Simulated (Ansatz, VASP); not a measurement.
Ge in VASP and in Ansatz

```
CELL_PARAMETERS angstrom
0.00000 2.85228 2.85228
2.85228 0.00000 2.85228
2.85228 2.85228 0.00000
ATOMIC_POSITIONS crystal
Ge 0.50000 0.50000 0.50000
Ge 0.75000 0.75000 0.75000
```

Alike in both runs: task single point; functional PBE; k mesh 6 × 6 × 6; occupations gaussian, width 0.05 eV; no spin polarisation.

|  | VASP | Ansatz |
| --- | --- | --- |
| version | VASP 6.6.1 | Ansatz 0.2.0 |
| potentials or method | VASP PAW PBE potentials, release 64 (Ge_d), cutoff 500 eV | scalar-relativistic, plane waves, PAW |
| valence electrons in the cell | 28 | 28 |

```tsv
	VASP	Ansatz	Ansatz less VASP
gap on the k mesh at the Fermi level (eV)	none	none	-
pressure (GPa)	1.8	2.0	+0.15
```

A gap of «none» marks a metal or a gap that the smearing closes. With one functional, cell and mesh, what is left measures potentials, basis and numerics.
